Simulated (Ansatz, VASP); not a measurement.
**InP in VASP and in Ansatz**

```
CELL_PARAMETERS angstrom
0.00000 2.85500 2.85500
2.85500 0.00000 2.85500
2.85500 2.85500 0.00000
ATOMIC_POSITIONS crystal
In 0.00000 0.00000 0.00000
P 0.50000 0.50000 0.50000
```

Alike in both runs: task electric field gradients; functional LDA; k mesh 11 × 11 × 11; occupations fermi-dirac, width 0.05 eV; no spin polarisation.

|  | VASP | Ansatz |
| --- | --- | --- |
| version | VASP 6.6.1 | Ansatz 0.2.0 |
| potentials or method | VASP PAW LDA potentials, release 64 (In_d, P) | PAW with Ansatz's default frozen-core files, scalar-relativistic |
| plane-wave cutoff (eV) | 520 | 420 |
| valence electrons in the cell | 18 | 18 |

```csv
,VASP,Ansatz,Ansatz less VASP
pressure (GPa),-9.7,-9.7,-0.01
```

LDA's correlation is that of Perdew and Zunger in VASP and of Perdew and Wang (1992) in Ansatz.
